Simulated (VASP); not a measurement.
# Hf12H (a cell with a defect) in VASP: notebook, part 2 of 2

VASP 6.6.1.

## 4. Single point, PBEsol

INCAR

```
SYSTEM = Hf12H
PREC = Accurate ; ENCUT = 520
EDIFF = 1E-6 ; ISMEAR = -1
SIGMA = 0.1 ; LREAL = .FALSE.
LASPH = .TRUE. ; NELM = 80
ALGO = Normal ; ISIF = 2
LWAVE = .FALSE. ; LCHARG = .FALSE.
GGA = PS ; NBANDS = 72
```

KPOINTS

```
Automatic mesh
0
G
  2 2 2
  0 0 0
```

POSCAR

```
Hf12H
1.0
    6.4000000000      0.0000000000      0.0000000000
   -4.8000000000      8.3138440000      0.0000000000
    0.0000000000      0.0000000000      5.0624000000
Hf H
12 1
Direct
    0.0170914382      0.0066635843      0.0086322693
    0.1701734872      0.2021688163      0.5067161820
    0.0110623679      0.3322289906     -0.0200102718
    0.1698447747      0.5714805330      0.4945085335
   -0.0004693829      0.6713741562      0.0102125474
    0.1779000863      0.8964084484      0.5111607143
    0.4864821654     -0.0028987794      0.0189633375
    0.6472783191      0.2134752589      0.5400600506
    0.5050461077      0.3364989769     -0.0064988938
    0.6640904610      0.5723706146      0.5369390013
    0.4861150206      0.6631950275      0.0027457332
    0.6548807363      0.8918618151      0.5378674147
    0.7326334399      0.4018237532      0.3464759798
```

Potentials or basis: VASP PAW PBE potentials, release 64 (Hf_pv, H).

Launch:

```
$ cat potpaw_PBE.64/Hf_pv/POTCAR potpaw_PBE.64/H/POTCAR > POTCAR
$ mpirun -np 1 vasp_std > vasp.out
```

OUTCAR:

```text
SYSTEM = Hf12H
   PREC = Accurate
   ENCUT = 520
   EDIFF = 1E-6
   ISMEAR = -1
   LREAL = .FALSE.
   LASPH = .TRUE.
   NELM = 80
   ISIF = 2
   GGA = PS

 ion  position               nearest neighbor table
   1  0.017  0.007  0.009-   2 3.00   2 3.02   7 3.05   6 3.10  12 3.12   6 3.12   9 3.15   3 3.15
                             5 3.16  12 3.35  11 3.35   7 3.35
   2  0.170  0.202  0.507-   6 2.96   1 3.00   8 3.01   1 3.02   9 3.09   3 3.10  12 3.15   9 3.20
                             3 3.31  10 3.38   8 3.41   4 3.55
   3  0.011  0.332  0.980-   8 3.00   2 3.10  11 3.11   9 3.14   1 3.15   4 3.16   9 3.26   4 3.28
                             7 3.30   5 3.30   2 3.31   8 3.48
   4  0.170  0.571  0.495-   5 3.03  11 3.05   6 3.10  12 3.10  11 3.12   5 3.16   3 3.16  10 3.17
                            10 3.25   3 3.28   8 3.40   2 3.55
   5  1.000  0.671  0.010-   4 3.03  10 3.04   7 3.12   6 3.14   6 3.15  11 3.15   4 3.16   1 3.16
                             9 3.19  11 3.25  10 3.25   3 3.30
   6  0.178  0.896  0.511-   2 2.96   7 3.02   8 3.03  12 3.08   7 3.09   4 3.10   1 3.10   1 3.12
                             5 3.14   5 3.15  10 3.21  12 3.33
   7  0.486  0.997  0.019-   8 3.02   6 3.02  12 3.03   1 3.05   6 3.09   5 3.12  12 3.19   8 3.19
                             9 3.20  11 3.21   3 3.30   1 3.35
   8  0.647  0.213  0.540-  13 1.88   9 2.93   3 3.00   2 3.01   7 3.02   6 3.03  12 3.11   7 3.19
                             9 3.31  10 3.39   4 3.40   2 3.41   3 3.48
   9  0.505  0.336  0.994-  13 2.19   8 2.93  10 3.03   2 3.09   3 3.14   1 3.15   5 3.19  11 3.20
                             2 3.20   7 3.20   3 3.26   8 3.31  10 3.38
  10  0.664  0.572  0.537-  13 2.13  11 2.93   9 3.03   5 3.04  12 3.10   4 3.17   6 3.21  11 3.22
                             4 3.25   5 3.25   2 3.38   9 3.38   8 3.39
  11  0.486  0.663  0.003-  10 2.93  12 3.03   4 3.05   3 3.11   4 3.12   5 3.15   9 3.20   7 3.21
                            10 3.22   5 3.25  12 3.31   1 3.35
  12  0.655  0.892  0.538-  11 3.03   7 3.03   6 3.08  10 3.10   4 3.10   8 3.11   1 3.12   2 3.15
                             7 3.19  11 3.31   6 3.33   1 3.35
  13  0.733  0.402  0.346-   8 1.88  10 2.13   9 2.19

  LATTYP: Found a simple monoclinic cell.
 ALAT       =     6.4000000000
[... 178 lines left out ...]

 number of electron     121.0000001 magnetization

 Free energy of the ion-electron system (eV)
  ---------------------------------------------------
  ext. energy  EPLUGINS =         0.00000000
  ---------------------------------------------------
  free energy    TOTEN  =      -128.41446585 eV

  energy without entropy =     -128.00838282  energy(sigma->0) =     -128.21142434

 E-fermi :   4.6531     XC(G=0): -11.4033

 val. band max:        4.6404809589   @ k =   0.0000   0.5000   0.0000
 cond. band min:       4.6569796332   @ k =   0.5000   0.5000   0.0000
 fundamental gap:      0.0164986743
 Fermi energy:         4.6530949614

 k-point     1 :       0.0000    0.0000    0.0000
  band No.  band energies     occupation
      1     -26.2644      2.00000
      2     -26.1198      2.00000
      3     -26.0876      2.00000
      4     -26.0546      2.00000
      5     -26.0276      2.00000
      6     -26.0196      2.00000
[... 589 lines left out ...]
     71       5.3588      0.00172
     72       5.4593      0.00063

------------------------ aborting loop because EDIFF is reached ----------------------------------------

  FORCE on cell =-STRESS in cart. coord.  units (eV):
  Direction    XX          YY          ZZ          XY          YZ          ZX
  --------------------------------------------------------------------------------------
  -------------------------------------------------------------------------------------
  Total       -5.9241018     -3.8974131     -0.6769648     -1.1220574     -1.3054874     -1.3640650
  in kB      -35.2366644    -23.1818834     -4.0265986     -6.6740176     -7.7650627     -8.1134831
  external PRESSURE =     -20.8150488 kB  Pullay stress =       0.0000000 kB

 VOLUME and BASIS-vectors are now :
 -----------------------------------------------------------------------------
  energy-cutoff  :      520.00
  volume of cell :      269.36
      direct lattice vectors                 reciprocal lattice vectors
     6.400000000  0.000000000  0.000000000     0.156250000  0.090210978  0.000000000
    -4.800000000  8.313844000  0.000000000     0.000000000  0.120281304  0.000000000
     0.000000000  0.000000000  5.062400000     0.000000000  0.000000000  0.197534766

 POSITION                                       TOTAL-FORCE (eV/Angst)
 -----------------------------------------------------------------------------------
      0.07740      0.05540      0.04370        -0.427782     -0.428108     -0.194194
      0.11870      1.68080      2.56520        -1.111793      1.368034     -0.137882
     -1.52390      2.76210      4.96110         0.268885     -0.261098      0.147077
     -1.65610      4.75120      2.50340         0.222968     -0.793308      0.477167
      3.17440      5.58170      0.05170         0.046815      0.299582     -0.334632
     -3.16420      7.45260      2.58770        -0.357647     -0.719457      0.184562
     -1.67260      8.28974      0.09600         0.571416      0.193228      0.299705
      3.11790      1.77480      2.73400         0.897478     -0.484453     -0.375015
      1.61710      2.79760      5.02950        -0.304175     -0.209171      1.207561
      1.50280      4.75860      2.71820         0.082076     -0.599764     -0.768314
     -0.07220      5.51370      0.01390        -0.053018      0.363050      0.647901
     -0.08970      7.41480      2.72290         0.330597      0.198238     -0.398743
      2.76010      3.34070      1.75400        -0.165822      1.073227     -0.755193
 -----------------------------------------------------------------------------------
    total drift:                               -0.000459      0.000424      0.000136

  FREE ENERGIE OF THE ION-ELECTRON SYSTEM (eV)
  ---------------------------------------------------
  free  energy   TOTEN  =      -128.4144658528 eV

  energy  without entropy=     -128.0083828208  energy(sigma->0) =     -128.21142434
```

OSZICAR:

```text
N       E                     dE             d eps       ncg     rms          rms(c)
DAV:   1     0.563636709069E+03    0.56364E+03   -0.66560E+04  1160   0.160E+03
DAV:   2    -0.888696501305E+02   -0.65251E+03   -0.63441E+03  1296   0.409E+02
DAV:   3    -0.131620203269E+03   -0.42751E+02   -0.40518E+02  1528   0.591E+01
DAV:   4    -0.133660519417E+03   -0.20403E+01   -0.19300E+01  1464   0.108E+01
DAV:   5    -0.133743898861E+03   -0.83379E-01   -0.81339E-01  1488   0.175E+00    0.161E+02
DAV:   6    -0.129771016950E+03    0.39729E+01   -0.64781E+00  1392   0.983E+00    0.910E+01
DAV:   7    -0.129685388249E+03    0.85629E-01   -0.14145E+01  1416   0.130E+01    0.209E+01
DAV:   8    -0.128441511000E+03    0.12439E+01   -0.69879E+00  1432   0.817E+00    0.863E+00
DAV:   9    -0.128448100836E+03   -0.65898E-02   -0.72731E-01  1488   0.298E+00    0.471E+00
DAV:  10    -0.128421243963E+03    0.26857E-01   -0.13803E-01  1416   0.143E+00    0.217E+00
DAV:  11    -0.128416062818E+03    0.51811E-02   -0.61758E-02  1424   0.993E-01    0.935E-01
DAV:  12    -0.128414532803E+03    0.15300E-02   -0.15311E-02  1408   0.492E-01    0.349E-01
DAV:  13    -0.128414479258E+03    0.53545E-04   -0.20363E-03  1496   0.171E-01    0.199E-01
DAV:  14    -0.128414472820E+03    0.64381E-05   -0.26696E-04  1456   0.627E-02    0.123E-01
DAV:  15    -0.128414467610E+03    0.52095E-05   -0.68192E-05  1480   0.335E-02    0.586E-02
DAV:  16    -0.128414466297E+03    0.13137E-05   -0.21623E-05  1552   0.175E-02    0.303E-02
DAV:  17    -0.128414465853E+03    0.44394E-06   -0.28040E-06   952   0.692E-03
   1 F= -.12841447E+03 E0= -.12821142E+03  d E =-.406083E+00
```

stdout:

```text
POSCAR found type information on POSCAR HfH
 POSCAR found :  2 types and      13 ions
 scaLAPACK will be used
 -----------------------------------------------------------------------------
|                                                                             |
|                                                                             |
|     You enforced a specific xc type in the INCAR file but a different       |
|     I HOPE YOU KNOW WHAT YOU ARE DOING!                                     |
|                                                                             |
 -----------------------------------------------------------------------------

 LDA part: xc-table for (Slater+PW92), standard interpolation
 POSCAR, INCAR and KPOINTS ok, starting setup
 FFT: planning ... GRIDC
 FFT: planning ... GRID_SOFT
 FFT: planning ... GRID
 WAVECAR not read
 entering main loop
```

It took 5.4 min on 1 thread of Intel Xeon 8259CL, shared host; peak memory 0.41 GiB.

What came out:

```
Free energy            : -128.4145 eV
Pressure               : -2.1 GPa
Largest force          : 1.768 eV/Å
Band gap on the k mesh : zero (an odd number of electrons rules out a gap without spin polarisation)
```

Forces in eV/Å, atoms in the order of the input:
```
Hf  -0.428 -0.428 -0.194
Hf  -1.112  1.368 -0.138
Hf   0.269 -0.261  0.147
Hf   0.223 -0.793  0.477
Hf   0.047  0.300 -0.335
Hf  -0.358 -0.719  0.185
Hf   0.571  0.193  0.300
Hf   0.897 -0.484 -0.375
Hf  -0.304 -0.209  1.208
Hf   0.082 -0.600 -0.768
Hf  -0.053  0.363  0.648
Hf   0.331  0.198 -0.399
H   -0.166  1.073 -0.755
```

Stress tensor (GPa, compression positive):
```
-3.52 -0.67 -0.81
-0.67 -2.32 -0.78
-0.81 -0.78 -0.40
```

Levels at points of the mesh, in eV from the Fermi level:
```tsv
k point	band 56	band 57	band 58	band 59	band 60	band 61	band 62	band 63	band 64	band 65
(0.00, 0.00, 0.00)	-0.86	-0.66	-0.37	0.16	0.20	0.56	0.61	0.70	0.87	0.90
(0.50, 0.00, 0.00)	-0.97	-0.80	-0.67	-0.43	-0.34	0.17	0.21	0.35	0.47	0.56
(0.00, 0.50, 0.00)	-0.74	-0.34	-0.24	-0.01	0.17	0.25	0.43	0.57	0.79	0.85
(0.50, 0.50, 0.00)	-1.01	-0.78	-0.60	-0.51	-0.27	0.00	0.23	0.49	0.52	0.69
(0.00, 0.00, 0.50)	-0.55	-0.46	-0.42	-0.31	-0.04	0.02	0.22	0.29	0.44	0.54
(0.50, 0.00, 0.50)	-0.64	-0.61	-0.57	-0.52	-0.29	-0.20	-0.17	-0.12	-0.02	0.31
(0.00, 0.50, 0.50)	-0.63	-0.54	-0.50	-0.30	-0.14	-0.03	0.17	0.26	0.38	0.58
(0.50, 0.50, 0.50)	-0.61	-0.57	-0.46	-0.33	-0.32	-0.26	-0.13	0.06	0.10	0.18
```

Caveat: the k points lie up to 0.62 Å⁻¹ apart, too coarse for converged energies and pressures of a metal; the PAW data sets were made with another functional, which shifts forces and pressure a little; spin-orbit coupling is left out, which moves the levels of the heavy elements.

## 5. The runs side by side

| cell | gap on the mesh (eV) | pressure (GPa) | largest force (eV/Å) |
| --- | --- | --- | --- |
| as given, atomic positions A | none | -3.1 | 1.10 |
| as given, atomic positions B | none | -2.5 | 1.53 |
| as given, atomic positions C | none | -2.1 | 1.77 |

Alike in all rows: task single point; level PBEsol; potentials or basis VASP PAW PBE potentials, release 64 (Hf_pv, H); no spin polarisation; k mesh 2 × 2 × 2; cutoff (eV) 520; smearing fermi-dirac 0.1 eV.

Caveats: all runs use coarse meshes; the PAW data sets were made with another functional, which shifts forces and pressure a little; spin-orbit coupling is left out, which moves the levels of the heavy elements.

Absolute energies hang on the potentials; compare differences alone.

The gap in the log of VASP goes by the Fermi energy; the results here count the filled bands.